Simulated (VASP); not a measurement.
# Os (I4/mmm) in VASP: further runs

Os is run at these levels: PBEsol; tasks: single point.

Program: VASP 6.6.1. These are calculated values, not measurements. Logs are shortened: lines on timing, memory, paths and dates and some standing lists are left out, and cuts for length are marked.

### Step 1. The cell of the first run

The structure is tetragonal, space group I4/mmm (No. 139). The conventional cell has a = 2.751 Å, b = 2.751 Å, c = 3.812 Å, α = 90.00°, β = 90.00°, γ = 90.00°. Os (site symmetry 4/mmm) has 12 Os at 2.72 to 2.75 Å within 3.6 Å.

### Step 2. Single point, PBEsol (zz strain of -2 %)

File INCAR:

```
PREC = Accurate
ENCUT = 520
EDIFF = 1E-6
ISMEAR = -1
SIGMA = 0.03
LREAL = False
LASPH = True
NELM = 60
ALGO = Normal
ISIF = 2
LWAVE = False
LCHARG = True
GGA = PS
LELF = True
LVHAR = True
NBANDS = 10
```

File KPOINTS:

```
Automatic mesh
0
Gamma
  14 14 14
```

File POSCAR:

```
Os
1.0
    0.0000000000      1.9450000000      1.9061000000
    1.9450000000      0.0000000000      1.9061000000
    1.9450000000      1.9450000000      0.0000000000
Os
1
Direct
    0.0000000000      0.0000000000      0.0000000000
```

Potentials or basis: VASP PAW PBE potentials, release 64 (Os).

The run is started by

```
> cat potpaw_PBE.64/Os/POTCAR > POTCAR
> mpirun -np 1 vasp_std > vasp.out
```

OUTCAR:

```text
PREC = Accurate
   ENCUT = 520
   EDIFF = 1E-6
   ISMEAR = -1
   LREAL = False
   LASPH = True
   NELM = 60
   ISIF = 2
   GGA = PS

 ion  position               nearest neighbor table
   1  0.000  0.000  0.000-

  LATTYP: Found a body centered tetragonal cell.
 ALAT       =     2.7506453788
 C/A-ratio  =     1.3859292911

  Lattice vectors:

 A1 = (   0.0000000000,  -1.9450000000,  -1.9061000000)
 A2 = (   0.0000000000,   1.9450000000,  -1.9061000000)
 A3 = (   1.9450000000,   0.0000000000,   1.9061000000)

Analysis of symmetry for initial positions (statically):
=====================================================================
 Subroutine PRICEL returns:
 Original cell was already a primitive cell.

 Routine SETGRP: Setting up the symmetry group for a
 body centered tetragonal supercell.

 Subroutine GETGRP returns: Found 16 space group operations
 (whereof 16 operations were pure point group operations)
 out of a pool of 16 trial point group operations.

The static configuration has the point symmetry D_4h.

Analysis of symmetry for dynamics (positions and initial velocities):
=====================================================================
 Subroutine PRICEL returns:
 Original cell was already a primitive cell.

 Routine SETGRP: Setting up the symmetry group for a
 body centered tetragonal supercell.

 Subroutine GETGRP returns: Found 16 space group operations
 (whereof 16 operations were pure point group operations)
 out of a pool of 16 trial point group operations.

The dynamic configuration has the point symmetry D_4h.

 Subroutine INISYM returns: Found 16 space group operations
 (whereof 16 operations are pure point group operations),
 and found     1 'primitive' translations

----------------------------------------------------------------------------------------

                                     Primitive cell

  volume of cell :      14.4216

  direct lattice vectors                    reciprocal lattice vectors
     0.000000000  1.945000000  1.906100000    -0.257069409  0.257069409  0.262315723
     1.945000000  0.000000000  1.906100000     0.257069409 -0.257069409  0.262315723
     1.945000000  1.945000000  0.000000000     0.257069409  0.257069409 -0.262315723

  length of vectors
     2.723277843  2.723277843  2.750645379     0.448306704  0.448306704  0.448306704

  position of ions in fractional coordinates (direct lattice)
     0.000000000  0.000000000  0.000000000
[... 79 lines left out ...]
   NSW    =      0    number of steps for IOM
   IBRION =     -1    ionic relax: 0-MD 1-quasi-New 2-CG
   NFREE  =      0    steps in history (QN), initial steepest desc. (CG)
   ISIF   =      2    stress and relaxation
   ISYM   =      2    0-nonsym 1-usesym 2-fastsym
   POTIM  = 0.5000    time-step for ionic-motion
   TEBEG  =    0.0;   TEEND  =   0.0 temperature during run
   PSTRESS=    0.0 pullay stress
   NELECT =       8.0000    total number of electrons
   NUPDOWN=      -1.0000    fix difference up-down
   EMIN   =  10.00;   EMAX   =-10.00  energy-range for DOS
   EFERMI =   0.00;   METHOD = LEGACY
   ISMEAR =    -1;   SIGMA  =   0.03  broadening in eV -4-tet -1-fermi 0-gaus
   EFERMI_NEDOS =   21; number of points for ismear=-14 and -15
   IALGO  =     38    algorithm
   IMIX   =      4    mixing-type and parameters
     AMIX     =   0.40;   BMIX     =  1.00
     AMIX_MAG =   1.60;   BMIX_MAG =  1.00
  volume/ion in A,a.u.               =      14.42        97.32
  Fermi-wavevector in a.u.,A,eV,Ry     =   1.345137  2.541940 24.618295  1.809394
  Thomas-Fermi vector in A             =   2.473074
   LORBIT       =      0    0 simple, 1 ext, 2 COOP (PROOUT), +10 PAW based schemes
   GGA     = PS    functional components
   LHFCALC =     F    Hartree Fock is set to
   AEXX    =    0.0000 exact exchange contribution
   IVDW    =     0    specifies the selected vdW correction
   LEPSILON=     F    determine dielectric tensor
   LRPA    =     F    only Hartree local field effects (RPA)
 non-spin polarized calculation
  energy-cutoff  :      520.00
  volume of cell :       14.42
 maximum number of plane-waves:       400
   NGX = 11   NGY = 11   NGZ = 11

 number of electron       8.0000000 magnetization

 Free energy of the ion-electron system (eV)
  ---------------------------------------------------
  ext. energy  EPLUGINS =         0.00000000
  ---------------------------------------------------
  free energy    TOTEN  =       -12.07088491 eV

  energy without entropy =      -12.06674074  energy(sigma->0) =      -12.06881282

 E-fermi :   8.6869     XC(G=0): -13.9796

 val. band max:        8.6661854968   @ k =  -0.2143   0.4286   0.2857
 cond. band min:       8.6914462845   @ k =  -0.3571  -0.0000   0.3571
 fundamental gap:      0.0252607877
 Fermi energy:         8.6869318258

 k-point     1 :       0.0000    0.0000    0.0000
  band No.  band energies     occupation
      1      -1.8682      2.00000
      2       5.7600      2.00000
      3       5.7600      2.00000
      4       6.0366      2.00000
      5       8.5919      1.91929
      6       8.9478      0.00033
      7      23.0321      0.00000
      8      28.4177      0.00000
      9      28.4177      0.00000
     10      29.0962      0.00000
[... 287 lines left out ...]
 k-point    24 :       0.2857    0.1429    0.0000
  band No.  band energies     occupation
      1       0.9754      2.00000
      2       4.3933      2.00000
      3       6.3055      2.00000
      4       6.9056      2.00000
      5       8.4352      1.99955
      6       9.7436      0.00000
      7      24.0037      0.00000
      8      27.1794      0.00000
      9      29.2774      0.00000
     10      30.2329      0.00000

 [... further k-points ...]

------------------------ aborting loop because EDIFF is reached ----------------------------------------

  FORCE on cell =-STRESS in cart. coord.  units (eV):
  Direction    XX          YY          ZZ          XY          YZ          ZX
  --------------------------------------------------------------------------------------
  -------------------------------------------------------------------------------------
  Total       -1.3248675     -1.3248675     -0.8217308      0.0000000      0.0000000     -0.0000000
  in kB     -147.1865509   -147.1865509    -91.2904298      0.0000000      0.0000000     -0.0000000
  external PRESSURE =    -128.5545105 kB  Pullay stress =       0.0000000 kB

 VOLUME and BASIS-vectors are now :
 -----------------------------------------------------------------------------
  energy-cutoff  :      520.00
  volume of cell :       14.42
      direct lattice vectors                 reciprocal lattice vectors
     0.000000000  1.945000000  1.906100000    -0.257069409  0.257069409  0.262315723
     1.945000000  0.000000000  1.906100000     0.257069409 -0.257069409  0.262315723
     1.945000000  1.945000000  0.000000000     0.257069409  0.257069409 -0.262315723

 POSITION                                       TOTAL-FORCE (eV/Angst)
 -----------------------------------------------------------------------------------
      0.00000      0.00000      0.00000         0.000000      0.000000      0.000000
 -----------------------------------------------------------------------------------
    total drift:                                0.000000      0.000000     -0.000000

  FREE ENERGIE OF THE ION-ELECTRON SYSTEM (eV)
  ---------------------------------------------------
  free  energy   TOTEN  =       -12.0708849062 eV

  energy  without entropy=      -12.0667407401  energy(sigma->0) =      -12.06881282
```

OSZICAR:

```text
N       E                     dE             d eps       ncg     rms          rms(c)
DAV:   1     0.360938048973E+02    0.36094E+02   -0.42178E+03  4992   0.745E+02
DAV:   2    -0.117871026492E+02   -0.47881E+02   -0.44547E+02  5024   0.202E+02
DAV:   3    -0.128509469522E+02   -0.10638E+01   -0.10563E+01  5692   0.280E+01
DAV:   4    -0.128537541134E+02   -0.28072E-02   -0.28066E-02  5306   0.160E+00
DAV:   5    -0.128537637498E+02   -0.96363E-05   -0.96375E-05  5426   0.872E-02    0.160E+01
DAV:   6    -0.122409142669E+02    0.61285E+00   -0.71964E-01  5848   0.670E+00    0.691E+00
DAV:   7    -0.120757589198E+02    0.16516E+00   -0.45724E-01  6064   0.508E+00    0.388E-01
DAV:   8    -0.120725481700E+02    0.32107E-02   -0.20888E-03  5058   0.370E-01    0.266E-01
DAV:   9    -0.120708851058E+02    0.16631E-02   -0.81116E-04  5348   0.308E-01    0.277E-02
DAV:  10    -0.120708849062E+02    0.19955E-06   -0.94028E-06  5326   0.226E-02
   1 F= -.12070885E+02 E0= -.12068813E+02  d E =-.414417E-02
```

stdout:

```text
POSCAR found type information on POSCAR Os
 POSCAR found :  1 types and       1 ions
 scaLAPACK will be used
 -----------------------------------------------------------------------------
|                                                                             |
|                                                                             |
|     You enforced a specific xc type in the INCAR file but a different       |
|     I HOPE YOU KNOW WHAT YOU ARE DOING!                                     |
|                                                                             |
 -----------------------------------------------------------------------------

 LDA part: xc-table for (Slater+PW92), standard interpolation
 POSCAR, INCAR and KPOINTS ok, starting setup
 FFT: planning ... GRIDC
 FFT: planning ... GRID_SOFT
 FFT: planning ... GRID
 WAVECAR not read
 entering main loop
```

Run time: 26 s. Hardware: 1 thread of Intel Xeon 8259CL, shared host; peak memory 0.16 GiB.

Results:

* Free energy: -12.0709 eV
* Pressure: -12.9 GPa
* Band gap on the k mesh: zero (bands 4 and 5 overlap by 3.93 eV)

Caveat: the cell differs from its parent crystal (zz strain of -2 %); the stress differs along the axes, from -15 to -9 GPa; the PAW data sets were made with another functional, which shifts forces and pressure a little; spin-orbit coupling is left out, which moves the levels of the heavy elements.

### Step 3. Single point, PBEsol (zz strain of -1 %)

File INCAR:

```
PREC = Accurate
ENCUT = 520
EDIFF = 1E-7
ISMEAR = -1
SIGMA = 0.03
LREAL = F
LASPH = T
NELM = 80
ALGO = Normal
ISIF = 2
LWAVE = F
LCHARG = F
GGA = PS
NBANDS = 10
```

File KPOINTS:

```
regular mesh
0
Gamma
  14 14 14
```

File POSCAR:

```
Os
1.0
    0.0000000000      1.9450000000      1.9255500000
    1.9450000000      0.0000000000      1.9255500000
    1.9450000000      1.9450000000      0.0000000000
Os
1
Direct
    0.0000000000      0.0000000000      0.0000000000
```

Potentials or basis: VASP PAW PBE potentials, release 64 (Os).

The run is started by

```
> cat potpaw_PBE.64/Os/POTCAR > POTCAR
> mpirun -np 1 vasp_std > vasp.out
```

It took 35 s on 1 thread of Intel Xeon 8259CL, shared host; peak memory 0.15 GiB.

Results (log left out):

* Free energy: -12.0600 eV
* Pressure: -16.5 GPa
* Band gap on the k mesh: zero (bands 4 and 5 overlap by 3.70 eV)

Stress tensor (GPa, compression positive):
```
-17.38   0.00   0.00
  0.00 -17.38   0.00
  0.00   0.00 -14.86
```

Levels at points of the mesh, in eV from the Fermi level:
```
           k point  band 1  band 2  band 3  band 4  band 5  band 6  band 7  band 8  band 9
(0.00, 0.00, 0.00)  -10.46   -2.84   -2.84   -2.70   -0.01    0.17   14.34   19.79   19.79
(0.50, 0.00, 0.00)   -7.32   -3.01   -2.87   -0.19    2.31    2.40    8.52   13.85   19.93
(0.50, 0.50, 0.00)   -7.16   -6.48    2.31    2.43    3.01    3.01   11.82   11.92   11.92
(0.50, 0.00, 0.50)   -7.17   -6.47    2.22    2.32    2.93    3.06   11.56   12.04   12.16
```

Caveat: the cell differs from its parent crystal (zz strain of -1 %); the cell stands under tension; the PAW data sets were made with another functional, which shifts forces and pressure a little; spin-orbit coupling is left out, which moves the levels of the heavy elements.

### Step 4. Single point, PBEsol (zz strain of +1 %)

File INCAR:

```
SYSTEM = Os
ALGO = Normal
EDIFF = 1E-7
ENCUT = 520
GGA = PS
ISIF = 2
ISMEAR = -1
LASPH = .True.
LCHARG = .False.
LREAL = .False.
LWAVE = .False.
NBANDS = 10
NELM = 80
PREC = Accurate
SIGMA = 0.03
```

File KPOINTS:

```
k-points
0
Gamma
  14 14 14
  0 0 0
```

File POSCAR:

```
Os
1.0
    0.0000000000      1.9450000000      1.9644500000
    1.9450000000      0.0000000000      1.9644500000
    1.9450000000      1.9450000000      0.0000000000
Os
1
Direct
    0.0000000000      0.0000000000      0.0000000000
```

The run is started by

```
> cat potpaw_PBE.64/Os/POTCAR > POTCAR
> mpirun -np 1 vasp_std > vasp.out
```

Run time: 40 s. Hardware: 1 thread of Intel Xeon 8259CL, shared host; peak memory 0.17 GiB.

The run converged. Its results:

```yaml
Free_energy: -12.0236 eV
Pressure: -23.2 GPa
Band_gap_on_the_k_mesh: zero (bands 4 and 5 overlap by 3.50 eV)
```

Stress tensor (GPa, compression positive):
```
-22.43   0.00   0.00
  0.00 -22.43   0.00
  0.00   0.00 -24.77
```

Levels at points of the mesh, in eV from the Fermi level:
```csv
k point,band 1,band 2,band 3,band 4,band 5,band 6,band 7,band 8
"(0.00, 0.00, 0.00)",-10.29,-2.80,-2.67,-2.67,-0.01,0.16,14.35,19.58
"(0.50, 0.00, 0.00)",-7.15,-2.92,-2.78,-0.18,2.23,2.31,8.27,13.85
"(0.50, 0.50, 0.00)",-6.98,-6.28,2.12,2.24,2.89,2.89,11.16,12.03
"(0.50, 0.00, 0.50)",-6.97,-6.29,2.23,2.32,2.83,2.97,11.41,11.79
```

Caveat: the cell differs from its parent crystal (zz strain of +1 %); the cell stands under tension; the PAW data sets were made with another functional, which shifts forces and pressure a little; spin-orbit coupling is left out, which moves the levels of the heavy elements.

### Step 5. The runs side by side

```csv
cell,gap on the mesh (eV),pressure (GPa)
"a = 2.723, b = 2.723, c = 2.751 Å, angles 59.7, 59.7, 60.7°, 1 atom",none,-12.9
"a = 2.737, b = 2.737, c = 2.751 Å, angles 59.8, 59.8, 60.3°, 1 atom",none,-16.5
"a = 2.764, b = 2.764, c = 2.751 Å, angles 60.2, 60.2, 59.7°, 1 atom",none,-23.2
```

Alike in all rows: task single point; level PBEsol; potentials or basis VASP PAW PBE potentials, release 64 (Os); no spin polarisation; k mesh 14 × 14 × 14; cutoff (eV) 520; smearing fermi-dirac 0.03 eV.

Caveats: the PAW data sets were made with another functional, which shifts forces and pressure a little; spin-orbit coupling is left out, which moves the levels of the heavy elements; the cell stands under tension (at least some runs); the stress differs along the axes, from -15 to -9 GPa (at least some runs).

Total energies depend on the potentials used, so only differences within one code and one set of settings carry meaning.

The gap in the log of VASP goes by the Fermi energy; the results here count the filled bands.